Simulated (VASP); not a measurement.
# Co (P6_3/mmc) in VASP: a series of runs

The runs below take Co through single point, with PBE.

All numbers are computed with VASP 6.6.1; they aren't measurements. Logs are shortened: lines on timing, memory, paths and dates and some standing lists are left out, and cuts for length are marked.

**1. The cell of the first run**

The structure is hexagonal, space group P6_3/mmc (No. 194). Conventional cell: a = 2.495 Å, b = 2.495 Å, c = 8.082 Å, α = 90.00°, β = 90.00°, γ = 120.00°. Co (site symmetry -3m) has 12 Co at 2.48 to 2.50 Å within 3.3 Å. Co (site symmetry -6m2) has 12 Co at 2.48 to 2.50 Å within 3.3 Å.

**2. Single point, PBE, collinear spin, antiferromagnetic start**

INCAR

```
  PREC = Accurate
  ENCUT = 520
  EDIFF = 1E-6
  ISMEAR = -1
  SIGMA = 0.05
  LREAL = False
  LASPH = True
  NELM = 150
  ALGO = Normal
  ISIF = 2
  LWAVE = False
  LCHARG = False
  ISPIN = 2
  MAGMOM = 1.7 1.7 -1.7 -1.7
  LORBIT = 11
  LMAXMIX = 4
  GGA = PE
  NBANDS = 30
```

KPOINTS

```
regular mesh
0
Gamma
  14 14 4
```

POSCAR

```
Co
1.0
    2.4951747762      0.0000000000      0.0000000000
   -1.2475873881      2.1608847431      0.0000000000
    0.0000000000      0.0000000000      8.0817221001
Co
4
Direct
    0.0000000000      1.0000000000      0.0000000000
    1.0000000000      1.0000000000      0.5000000000
    0.3333333333      0.6666666667      0.2500000000
    0.6666666667      0.3333333333      0.7500000000
```

Potentials or basis: VASP PAW PBE potentials, release 64 (Co).

Launch:

```bash
> cat potpaw_PBE.64/Co/POTCAR > POTCAR
> mpirun -np 1 vasp_std > vasp.out
```

OUTCAR:

```text
PREC = Accurate
   ENCUT = 520
   EDIFF = 1E-6
   ISMEAR = -1
   LREAL = False
   LASPH = True
   NELM = 150
   ISIF = 2
   ISPIN = 2
   LORBIT = 11
   GGA = PE

 ion  position               nearest neighbor table
   1  0.000  0.000  0.000-   3 2.48   4 2.48   4 2.48   3 2.48   4 2.48   3 2.48
   2  0.000  0.000  0.500-   3 2.48   4 2.48   4 2.48   3 2.48   4 2.48   3 2.48
   3  0.333  0.667  0.250-   1 2.48   2 2.48   1 2.48   2 2.48   1 2.48   2 2.48
   4  0.667  0.333  0.750-   1 2.48   2 2.48   1 2.48   2 2.48   1 2.48   2 2.48

  LATTYP: Found a hexagonal cell.
 ALAT       =     2.4951747762
 C/A-ratio  =     3.2389402847

  Lattice vectors:

 A1 = (   2.4951747762,   0.0000000000,   0.0000000000)
 A2 = (  -1.2475873881,   2.1608847431,   0.0000000000)
 A3 = (   0.0000000000,   0.0000000000,   8.0817221001)

Analysis of symmetry for initial positions (statically):
=====================================================================
 Subroutine PRICEL returns:
 Original cell was already a primitive cell.

 Routine SETGRP: Setting up the symmetry group for a
 hexagonal supercell.

 Subroutine GETGRP returns: Found 24 space group operations
 (whereof 12 operations were pure point group operations)
 out of a pool of 24 trial point group operations.

The static configuration has the point symmetry D_3d.
 The point group associated with its full space group is D_6h.

Analysis of symmetry for dynamics (positions and initial velocities):
=====================================================================
 Subroutine PRICEL returns:
 Original cell was already a primitive cell.

 Routine SETGRP: Setting up the symmetry group for a
 hexagonal supercell.

 Subroutine GETGRP returns: Found 24 space group operations
 (whereof 12 operations were pure point group operations)
 out of a pool of 24 trial point group operations.

The dynamic configuration has the point symmetry D_3d.
 The point group associated with its full space group is D_6h.

Analysis of structural, dynamic, and magnetic symmetry:
=====================================================================
 Subroutine PRICEL returns:
 Original cell was already a primitive cell.

 Routine SETGRP: Setting up the symmetry group for a
 hexagonal supercell.

 Subroutine GETGRP returns: Found 24 space group operations
 (whereof 12 operations were pure point group operations)
 out of a pool of 24 trial point group operations.

The overall configuration has the point symmetry D_3d.
 The point group associated with its full space group is D_6h.

 Subroutine INISYM returns: Found 24 space group operations
 (whereof 12 operations are pure point group operations),
 and found     1 'primitive' translations

----------------------------------------------------------------------------------------

                                     Primitive cell

  volume of cell :      43.5749

  direct lattice vectors                    reciprocal lattice vectors
     2.495174776  0.000000000  0.000000000     0.400773529  0.231386705  0.000000000
    -1.247587388  2.160884743  0.000000000     0.000000000  0.462773409  0.000000000
     0.000000000  0.000000000  8.081722100     0.000000000  0.000000000  0.123736004

  length of vectors
     2.495174776  2.495174776  8.081722100     0.462773409  0.462773409  0.123736004

  position of ions in fractional coordinates (direct lattice)
     0.000000000  0.000000000  0.000000000
     0.000000000  0.000000000  0.500000000
     0.333333333  0.666666667  0.250000000
     0.666666667  0.333333333  0.750000000

  ion indices of the primitive-cell ions
   primitive index   ion index
                 1           1
                 2           2
                 3           3
                 4           4

----------------------------------------------------------------------------------------

 KPOINTS: regular mesh

Automatic generation of k-mesh.
 Grid dimensions read from file:
 generate k-points for:   14   14    4

 Generating k-lattice:

  Cartesian coordinates                     Fractional coordinates (reciprocal lattice)
     0.028626681  0.016527622  0.000000000     0.071428571  0.000000000  0.000000000
     0.000000000  0.033055244  0.000000000     0.000000000  0.071428571  0.000000000
     0.000000000  0.000000000  0.030934001     0.000000000  0.000000000  0.250000000

  Length of vectors
     0.033055244  0.033055244  0.030934001

  Shift w.r.t. Gamma in fractional coordinates (k-lattice)
     0.000000000  0.000000000  0.000000000

 Subroutine IBZKPT returns following result:
 ===========================================

 Found     72 irreducible k-points:

 Following reciprocal coordinates:
            Coordinates               Weight
  0.000000  0.000000  0.000000      1.000000
  0.071429 -0.000000  0.000000      6.000000
  0.142857  0.000000  0.000000      6.000000
  0.214286 -0.000000  0.000000      6.000000
  0.285714  0.000000  0.000000      6.000000
  0.357143  0.000000  0.000000      6.000000
[... 16 lines left out ...]
  0.285714  0.285714  0.000000      6.000000
  0.357143  0.285714  0.000000      6.000000
 [... further k-points ...]
   k-points           NKPTS =     72   k-points in BZ     NKDIM =     72   number of bands    NBANDS=     30
   number of dos      NEDOS =    301   number of ions     NIONS =      4
   total plane-waves  NPLWV =  24000
   dimension x,y,z NGX =    20 NGY =   20 NGZ =   60
   dimension x,y,z NGXF=    40 NGYF=   40 NGZF=  120
   ions per type =               4
   NGX,Y,Z   is equivalent  to a cutoff of  13.33, 13.33, 12.34 a.u.
   NGXF,Y,Z  is equivalent  to a cutoff of  26.65, 26.65, 24.68 a.u.
 SYSTEM =  unknown system
   PREC   = accura    normal or accurate (medium, high low for compatibility)
   ISTART =      0    job   : 0-new  1-cont  2-samecut
   ICHARG =      2    charge: 1-file 2-atom 10-const
   ISPIN  =      2    spin polarized calculation?
   LNONCOLLINEAR =      F non collinear calculations
   LSORBIT =      F    spin-orbit coupling
   LASPH  =      T    aspherical Exc in radial PAW
   ENCUT  =  520.0 eV  38.22 Ry    6.18 a.u.   4.64  4.64 15.03*2*pi/ulx,y,z
   NELM   =    150;   NELMIN=  2; NELMDL= -5     # of ELM steps
   EDIFF  = 0.1E-05   stopping-criterion for ELM
   LREAL  =      F    real-space projection
   EDIFFG = 0.1E-04   stopping-criterion for IOM
   NSW    =      0    number of steps for IOM
   IBRION =     -1    ionic relax: 0-MD 1-quasi-New 2-CG
   NFREE  =      0    steps in history (QN), initial steepest desc. (CG)
   ISIF   =      2    stress and relaxation
   ISYM   =      2    0-nonsym 1-usesym 2-fastsym
   POTIM  = 0.5000    time-step for ionic-motion
   TEBEG  =    0.0;   TEEND  =   0.0 temperature during run
   PSTRESS=    0.0 pullay stress
   NELECT =      36.0000    total number of electrons
   NUPDOWN=      -1.0000    fix difference up-down
   EMIN   =  10.00;   EMAX   =-10.00  energy-range for DOS
   EFERMI =   0.00;   METHOD = LEGACY
   ISMEAR =    -1;   SIGMA  =   0.05  broadening in eV -4-tet -1-fermi 0-gaus
   EFERMI_NEDOS =   21; number of points for ismear=-14 and -15
   IALGO  =     38    algorithm
   IMIX   =      4    mixing-type and parameters
     AMIX     =   0.40;   BMIX     =  1.00
     AMIX_MAG =   1.60;   BMIX_MAG =  1.00
  volume/ion in A,a.u.               =      10.89        73.51
  Fermi-wavevector in a.u.,A,eV,Ry     =   1.536138  2.902879 32.105930  2.359719
  Thomas-Fermi vector in A             =   2.642828
   LORBIT       =     11    0 simple, 1 ext, 2 COOP (PROOUT), +10 PAW based schemes
   GGA     = PE    functional components
   LHFCALC =     F    Hartree Fock is set to
   AEXX    =    0.0000 exact exchange contribution
   IVDW    =     0    specifies the selected vdW correction
   LEPSILON=     F    determine dielectric tensor
   LRPA    =     F    only Hartree local field effects (RPA)
 spin polarized calculation
  energy-cutoff  :      520.00
  volume of cell :       43.57
 maximum number of plane-waves:      1194
 NGX is ok and might be reduce to    20
   NGX =  9   NGY =  9   NGZ = 31

 number of electron      35.9999999 magnetization       0.4829353

 number of electron      35.9999999 magnetization      -0.3411151

 Free energy of the ion-electron system (eV)
  ---------------------------------------------------
  ext. energy  EPLUGINS =         0.00000000
  ---------------------------------------------------
  free energy    TOTEN  =       -27.26777555 eV

  energy without entropy =      -27.17626742  energy(sigma->0) =      -27.22202148

 E-fermi :  10.1227     XC(G=0): -13.3942

 val. band max:       10.1212449173   @ k =   0.1429   0.0714   0.0000
 cond. band min:      10.1226774860   @ k =   0.3571   0.1429   0.5000
 fundamental gap:      0.0014325687
 Fermi energy:        10.1226524773

 spin component 1

 k-point     1 :       0.0000    0.0000    0.0000
  band No.  band energies     occupation
      1       1.3028      1.00000
      2       3.5403      1.00000
      3       3.6119      1.00000
      4       5.5404      1.00000
      5       7.6701      1.00000
      6       8.0313      1.00000
[... 781 lines left out ...]
     29      20.3113      0.00000
     30      22.9903      0.00000

 [... further k-points ...]

 spin component 2

 k-point     1 :       0.0000    0.0000    0.0000
  band No.  band energies     occupation
      1       1.3045      1.00000
      2       3.5292      1.00000
      3       3.6124      1.00000
      4       5.4555      1.00000
      5       7.5339      1.00000
      6       7.9287      1.00000
[... 781 lines left out ...]
     29      20.3492      0.00000
     30      22.9250      0.00000

 [... further k-points ...]
[... 5 lines left out ...]
  --------------------------------------------------------------------------------------
  -------------------------------------------------------------------------------------
  Total       -2.6044448     -2.6044448     -1.8907563      0.0000000     -0.0000000      0.0000000
  in kB      -95.7611284    -95.7611284    -69.5199807      0.0000000     -0.0000000      0.0000000
  external PRESSURE =     -87.0140792 kB  Pullay stress =       0.0000000 kB

 VOLUME and BASIS-vectors are now :
 -----------------------------------------------------------------------------
  energy-cutoff  :      520.00
  volume of cell :       43.57
      direct lattice vectors                 reciprocal lattice vectors
     2.495174776  0.000000000  0.000000000     0.400773529  0.231386705  0.000000000
    -1.247587388  2.160884743  0.000000000     0.000000000  0.462773409  0.000000000
     0.000000000  0.000000000  8.081722100     0.000000000  0.000000000  0.123736004

 POSITION                                       TOTAL-FORCE (eV/Angst)
 -----------------------------------------------------------------------------------
      0.00000      0.00000      0.00000         0.000000     -0.000000      0.000000
      0.00000      0.00000      4.04086         0.000000     -0.000000      0.000000
     -0.00000      1.44059      2.02043         0.000000     -0.000000     -0.000000
      1.24759      0.72029      6.06129        -0.000000      0.000000     -0.000000
 -----------------------------------------------------------------------------------
    total drift:                                0.000000     -0.000000      0.000000

  FREE ENERGIE OF THE ION-ELECTRON SYSTEM (eV)
  ---------------------------------------------------
  free  energy   TOTEN  =       -27.2677755460 eV

  energy  without entropy=      -27.1762674209  energy(sigma->0) =      -27.22202148

 total charge

# of ion       s       p       d       tot
------------------------------------------
    1        0.483   0.513   7.268   8.263
    2        0.483   0.513   7.268   8.263
    3        0.483   0.514   7.267   8.264
    4        0.483   0.514   7.267   8.264
--------------------------------------------------
tot          1.931   2.055  29.069  33.055

 magnetization (x)

# of ion       s       p       d       tot
------------------------------------------
    1        0.001   0.008   0.726   0.736
    2        0.001   0.008   0.726   0.736
    3        0.001  -0.002  -0.907  -0.908
    4        0.001  -0.002  -0.907  -0.908
--------------------------------------------------
tot          0.005   0.012  -0.363  -0.345
```

It took 2.6 min on 1 thread of Intel Xeon 6975P-C (Granite Rapids), shared host; peak memory 0.26 GiB.

Results:

| Item | Value |
| --- | --- |
| Free energy | -27.2678 eV |
| Pressure | -8.7 GPa |
| Net moment | -0.34 μB per cell |
| Site moments | Co +0.74, -0.91 μB |
| Valence electrons inside the program's atomic spheres | Co 8.26 |

Stress tensor (GPa, compression positive):
```
-9.58  0.00  0.00
 0.00 -9.58  0.00
 0.00  0.00 -6.95
```

**3. Single point, PBE, collinear spin, ferromagnetic start**

INCAR

```
PREC = Accurate
ENCUT = 520
EDIFF = 1E-6
ISMEAR = -1
SIGMA = 0.05
LREAL = False
LASPH = True
NELM = 150
ALGO = Normal
ISIF = 2
LWAVE = False
LCHARG = False
ISPIN = 2
MAGMOM = 1.7 1.7 1.7 1.7
LORBIT = 11
LMAXMIX = 4
GGA = PE
NBANDS = 30
```

KPOINTS

```
Automatic mesh
0
Gamma
  14 14 4
```

POSCAR

```
Co
1.0
    2.4951765572      0.0000000000      0.0000000000
   -1.2475882786      2.1608862854      0.0000000000
    0.0000000000      0.0000000000      8.0817282511
Co
4
Direct
    1.0000000000      0.0000000000      1.0000000000
    0.0000000000      0.0000000000      0.5000000000
    0.3333333333      0.6666666667      0.2500000000
    0.6666666667      0.3333333333      0.7500000000
```

Potentials or basis: VASP PAW PBE potentials, release 64 (Co).

Launch:

```bash
> cat potpaw_PBE.64/Co/POTCAR > POTCAR
> mpirun -np 1 vasp_std > vasp.out
```

OUTCAR:

```text
PREC = Accurate
   ENCUT = 520
   EDIFF = 1E-6
   ISMEAR = -1
   LREAL = False
   LASPH = True
   NELM = 150
   ISIF = 2
   ISPIN = 2
   LORBIT = 11
   GGA = PE

 ion  position               nearest neighbor table
   1  0.000  0.000  0.000-   3 2.48   4 2.48   3 2.48   4 2.48   4 2.48   3 2.48
   2  0.000  0.000  0.500-   3 2.48   4 2.48   3 2.48   4 2.48   4 2.48   3 2.48
   3  0.333  0.667  0.250-   1 2.48   2 2.48   1 2.48   2 2.48   1 2.48   2 2.48
   4  0.667  0.333  0.750-   1 2.48   2 2.48   1 2.48   2 2.48   1 2.48   2 2.48

  LATTYP: Found a hexagonal cell.
 ALAT       =     2.4951765572
 C/A-ratio  =     3.2389404380

  Lattice vectors:

 A1 = (   2.4951765572,   0.0000000000,   0.0000000000)
 A2 = (  -1.2475882786,   2.1608862854,   0.0000000000)
 A3 = (   0.0000000000,   0.0000000000,   8.0817282511)

Analysis of symmetry for initial positions (statically):
=====================================================================
 Subroutine PRICEL returns:
 Original cell was already a primitive cell.
[... 1003 lines left out ...]
      6       8.6791      1.00000
[... 781 lines left out ...]
     29      20.6968      0.00000
     30      23.2451      0.00000

 [... further k-points ...]
[... 5 lines left out ...]
  --------------------------------------------------------------------------------------
  -------------------------------------------------------------------------------------
  Total       -0.2156302     -0.2156302     -0.2524681     -0.0000000      0.0000000      0.0000000
  in kB       -7.9283485     -7.9283485     -9.2828141     -0.0000000      0.0000000      0.0000000
  external PRESSURE =      -8.3798370 kB  Pullay stress =       0.0000000 kB

 VOLUME and BASIS-vectors are now :
 -----------------------------------------------------------------------------
  energy-cutoff  :      520.00
  volume of cell :       43.58
      direct lattice vectors                 reciprocal lattice vectors
     2.495176557  0.000000000  0.000000000     0.400773243  0.231386540  0.000000000
    -1.247588279  2.160886285  0.000000000     0.000000000  0.462773079  0.000000000
     0.000000000  0.000000000  8.081728251     0.000000000  0.000000000  0.123735910

 POSITION                                       TOTAL-FORCE (eV/Angst)
 -----------------------------------------------------------------------------------
      0.00000      0.00000      0.00000         0.000000      0.000000      0.000000
      0.00000      0.00000      4.04086         0.000000      0.000000      0.000000
     -0.00000      1.44059      2.02043         0.000000      0.000000     -0.000000
      1.24759      0.72030      6.06130        -0.000000     -0.000000     -0.000000
 -----------------------------------------------------------------------------------
    total drift:                                0.000000     -0.000000      0.000000

  FREE ENERGIE OF THE ION-ELECTRON SYSTEM (eV)
  ---------------------------------------------------
  free  energy   TOTEN  =       -28.1304742616 eV

  energy  without entropy=      -28.0988783455  energy(sigma->0) =      -28.11467630

 total charge

# of ion       s       p       d       tot
------------------------------------------
    1        0.488   0.518   7.261   8.267
    2        0.488   0.518   7.261   8.267
    3        0.488   0.521   7.253   8.262
    4        0.488   0.521   7.253   8.262
--------------------------------------------------
tot          1.952   2.076  29.028  33.057

 magnetization (x)

# of ion       s       p       d       tot
------------------------------------------
    1       -0.014  -0.050   1.703   1.639
    2       -0.014  -0.050   1.703   1.639
    3       -0.013  -0.052   1.723   1.658
    4       -0.013  -0.052   1.723   1.658
--------------------------------------------------
tot         -0.055  -0.205   6.853   6.593
```

stdout:

```text
POSCAR found type information on POSCAR Co
 POSCAR found :  1 types and       4 ions
 scaLAPACK will be used
 LDA part: xc-table for (Slater+PW92), standard interpolation
 POSCAR, INCAR and KPOINTS ok, starting setup
 FFT: planning ... GRIDC
 FFT: planning ... GRID_SOFT
 FFT: planning ... GRID
 WAVECAR not read
 entering main loop
```

It took 1.8 min on 1 thread of Intel Xeon 6975P-C (Granite Rapids), shared host; peak memory 0.26 GiB.

Results:

```yaml
Free_energy: -28.1305 eV
Pressure: -0.8 GPa
Net_moment: 6.52 μB per cell
Site_moments: Co +1.64, +1.66 μB
Valence_electrons_inside_the_program's_atomic_spheres: Co 8.27, 8.26
```

(Continued in part 2 of 2.)
